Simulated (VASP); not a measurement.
# IrRh5 (P-6m2) in VASP: density of states with PBE

Aim: the density of states of IrRh5 with PBE.

All numbers are computed with VASP 6.6.1; they aren't measurements. Logs are shortened: lines on timing, memory, paths and dates and some standing lists are left out, and cuts for length are marked.

## (1) The cell of the first run

It takes space group P-6m2 (No. 187, hexagonal). Conventional cell: a = 2.728 Å, b = 2.728 Å, c = 13.191 Å, α = 90.00°, β = 90.00°, γ = 120.00°. Ir (site symmetry -6m2) has 6 Rh at 2.70 Å and 6 Ir at 2.73 Å within 3.6 Å. Rh (site symmetry 3m) has 3 Ir at 2.70 Å and 9 Rh at 2.71 to 2.73 Å within 3.6 Å. Rh (site symmetry -6m2) has 12 Rh at 2.70 to 2.73 Å within 3.6 Å. Rh (site symmetry 3m) has 12 Rh at 2.70 to 2.73 Å within 3.6 Å.

## (2) Density of states, PBE

POSCAR

```
IrRh5
1.0
    2.7282983364      0.0000000289      0.0000000000
   -1.3641491932      2.3627756540      0.0000000000
    0.0000000000      0.0000000000     13.1908402000
Ir Rh
1 5
Direct
    0.6666666667      0.3333333333      0.5000000000
    0.3333333333      0.6666666667      0.6666140000
    0.3333333333      0.6666666667      0.0000000000
    0.3333333333      0.6666666667      0.3333860000
    0.6666666667      0.3333333333      0.8340350000
    0.6666666667      0.3333333333      0.1659650000
```

INCAR.step1

```
PREC = Accurate
ENCUT = 520
EDIFF = 1E-7
ISMEAR = 0
SIGMA = 0.1
LREAL = F
LASPH = T
NELM = 100
ALGO = Fast
ISIF = 2
LWAVE = F
LCHARG = T
LMAXMIX = 4
GGA = PE
NBANDS = 51
```

KPOINTS.step1

```
Automatic mesh
0
Gamma
  18 18 4
```

INCAR.step2

```
PREC = Accurate
ENCUT = 520
EDIFF = 1E-7
ISMEAR = -5
SIGMA = 0.1
LREAL = F
LASPH = T
NELM = 100
ALGO = Fast
ISIF = 2
LWAVE = F
LCHARG = F
LMAXMIX = 4
GGA = PE
LORBIT = 10
NBANDS = 51
NEDOS = 1001
ICHARG = 11
```

KPOINTS.step2

```
Automatic mesh
0
Gamma
  27 27 6
```

Potentials or basis: VASP PAW PBE potentials, release 64 (Ir, Rh_pv).

On the command line:

```console
$ cat potpaw_PBE.64/Ir/POTCAR potpaw_PBE.64/Rh_pv/POTCAR > POTCAR
$ cp INCAR.step1 INCAR
$ cp KPOINTS.step1 KPOINTS
$ mpirun -np 1 vasp_std > vasp.out
$ cp INCAR.step2 INCAR
$ cp KPOINTS.step2 KPOINTS
$ mpirun -np 1 vasp_std > vasp.out
```

OUTCAR:

```text
PREC = Accurate
   ENCUT = 520
   EDIFF = 1E-7
   ISMEAR = -5
   LREAL = F
   LASPH = T
   NELM = 100
   ISIF = 2
   GGA = PE
   LORBIT = 10
   ICHARG = 11

 ion  position               nearest neighbor table
   1  0.667  0.333  0.500-   2 2.70   4 2.70   2 2.70   4 2.70   2 2.70   4 2.70
   2  0.333  0.667  0.667-   1 2.70   1 2.70   1 2.70   5 2.71   5 2.71   5 2.71
   3  0.333  0.667  0.000-   5 2.70   6 2.70   5 2.70   6 2.70   5 2.70   6 2.70
   4  0.333  0.667  0.333-   1 2.70   1 2.70   1 2.70   6 2.71   6 2.71   6 2.71
   5  0.667  0.333  0.834-   3 2.70   3 2.70   3 2.70   2 2.71   2 2.71   2 2.71
   6  0.667  0.333  0.166-   3 2.70   3 2.70   3 2.70   4 2.71   4 2.71   4 2.71

  LATTYP: Found a hexagonal cell.
 ALAT       =     2.7282983364
 C/A-ratio  =     4.8348232391

  Lattice vectors:

 A1 = (   2.7282983364,   0.0000000289,   0.0000000000)
 A2 = (  -1.3641491932,   2.3627756540,   0.0000000000)
 A3 = (   0.0000000000,   0.0000000000,  13.1908402000)

Analysis of symmetry for initial positions (statically):
=====================================================================
 Subroutine PRICEL returns:
 Original cell was already a primitive cell.

 Routine SETGRP: Setting up the symmetry group for a
 hexagonal supercell.

 Subroutine GETGRP returns: Found 12 space group operations
 (whereof 12 operations were pure point group operations)
 out of a pool of 24 trial point group operations.

The static configuration has the point symmetry D_3h.

Analysis of symmetry for dynamics (positions and initial velocities):
=====================================================================
 Subroutine PRICEL returns:
 Original cell was already a primitive cell.

 Routine SETGRP: Setting up the symmetry group for a
 hexagonal supercell.

 Subroutine GETGRP returns: Found 12 space group operations
 (whereof 12 operations were pure point group operations)
 out of a pool of 24 trial point group operations.

The dynamic configuration has the point symmetry D_3h.

 Subroutine INISYM returns: Found 12 space group operations
 (whereof 12 operations are pure point group operations),
 and found     1 'primitive' translations

----------------------------------------------------------------------------------------

                                     Primitive cell

  volume of cell :      85.0329

[... 105 lines left out ...]
   ISYM   =      2    0-nonsym 1-usesym 2-fastsym
   POTIM  = 0.5000    time-step for ionic-motion
   TEBEG  =    0.0;   TEEND  =   0.0 temperature during run
   PSTRESS=    0.0 pullay stress
   NELECT =      84.0000    total number of electrons
   NUPDOWN=      -1.0000    fix difference up-down
   EMIN   =  10.00;   EMAX   =-10.00  energy-range for DOS
   EFERMI =   0.00;   METHOD = LEGACY
   ISMEAR =    -5;   SIGMA  =   0.10  broadening in eV -4-tet -1-fermi 0-gaus
   EFERMI_NEDOS =   21; number of points for ismear=-14 and -15
   IALGO  =     68    algorithm
   IMIX   =      4    mixing-type and parameters
     AMIX     =   0.40;   BMIX     =  1.00
     AMIX_MAG =   1.60;   BMIX_MAG =  1.00
  volume/ion in A,a.u.               =      14.17        95.64
  Fermi-wavevector in a.u.,A,eV,Ry     =   1.630443  3.081091 36.168977  2.658345
  Thomas-Fermi vector in A             =   2.722743
   LORBIT       =     10    0 simple, 1 ext, 2 COOP (PROOUT), +10 PAW based schemes
   GGA     = PE    functional components
   LHFCALC =     F    Hartree Fock is set to
   AEXX    =    0.0000 exact exchange contribution
   IVDW    =     0    specifies the selected vdW correction
   LEPSILON=     F    determine dielectric tensor
   LRPA    =     F    only Hartree local field effects (RPA)
 non-spin polarized calculation
 RMM-DIIS sequential band-by-band and
 Fermi weights with tetrahedron method with Bloechl corrections
  energy-cutoff  :      520.00
  volume of cell :       85.03
 maximum number of plane-waves:      2322

 number of electron      84.0000016 magnetization

 Free energy of the ion-electron system (eV)
  ---------------------------------------------------
  ext. energy  EPLUGINS =         0.00000000
  ---------------------------------------------------
  free energy    TOTEN  =       -44.93991328 eV

  energy without entropy =      -44.93991328  energy(sigma->0) =      -44.93991328

 E-fermi :  11.2781     XC(G=0): -13.8614

 val. band max:       11.3603376782   @ k =   0.0000   0.0000   0.3333
 cond. band min:      11.2408279105   @ k =   0.3333   0.1852   0.5000
 fundamental gap:     -0.1195097677
 Fermi energy:        11.2781076087

 k-point     1 :       0.0000    0.0000    0.0000
  band No.  band energies     occupation
      1     -35.7957      2.00000
      2     -35.6950      2.00000
      3     -35.5562      2.00000
      4     -35.3444      2.00000
      5     -35.2489      2.00000
      6     -35.2489      2.00000
[... 1285 lines left out ...]
     50      15.0207      0.00000
     51      18.8368      0.00000

 [... further k-points ...]
[... 5 lines left out ...]
  --------------------------------------------------------------------------------------
  -------------------------------------------------------------------------------------
  Total        0.3525106      0.3525106      0.3776040      0.0000000      0.0000000      0.0000000
  in kB        6.6419558      6.6419558      7.1147621      0.0000000      0.0000000      0.0000000
  external PRESSURE =       6.7995579 kB  Pullay stress =       0.0000000 kB

 VOLUME and BASIS-vectors are now :
 -----------------------------------------------------------------------------
  energy-cutoff  :      520.00
  volume of cell :       85.03
      direct lattice vectors                 reciprocal lattice vectors
     2.728298336  0.000000029  0.000000000     0.366528829  0.211615523  0.000000000
    -1.364149193  2.362775654  0.000000000    -0.000000004  0.423231039  0.000000000
     0.000000000  0.000000000 13.190840200     0.000000000  0.000000000  0.075810182

 POSITION                                       TOTAL-FORCE (eV/Angst)
 -----------------------------------------------------------------------------------
      1.36415      0.78759      6.59542        -0.000000      0.000000      0.000000
     -0.00000      1.57518      8.79320         0.000000     -0.000000     -0.000259
     -0.00000      1.57518      0.00000        -0.000000      0.000000      0.000000
     -0.00000      1.57518      4.39764        -0.000000     -0.000000      0.000259
      1.36415      0.78759     11.00162         0.000000     -0.000000      0.004765
      1.36415      0.78759      2.18922        -0.000000      0.000000     -0.004765
 -----------------------------------------------------------------------------------
    total drift:                                0.002663     -0.001537     -0.000000

  FREE ENERGIE OF THE ION-ELECTRON SYSTEM (eV)
  ---------------------------------------------------
  free  energy   TOTEN  =       -44.9399132807 eV

  energy  without entropy=      -44.9399132807  energy(sigma->0) =      -44.93991328

 total charge

# of ion       s       p       d       tot
------------------------------------------
    1        0.678   0.688   6.909   8.275
    2        0.393   6.295   7.076  13.764
    3        0.398   6.285   7.049  13.732
    4        0.393   6.295   7.076  13.764
    5        0.397   6.282   7.063  13.743
    6        0.397   6.282   7.063  13.743
--------------------------------------------------
tot          2.656  32.129  42.234  77.020
```

It took 28 min on 1 thread of Intel Xeon Platinum 8259CL at 2.50GHz (Skylake/Cascade Lake), shared host; peak memory 0.95 GiB.

Results:

| Quantity | Value |
| --- | --- |
| Valence electrons inside the program's atomic spheres | Ir 8.28; Rh 13.76, 13.73, 13.74 |

Caveat: spin-orbit coupling is left out, which moves the levels of the heavy elements; tetrahedron occupations give inexact forces and stress in metals.
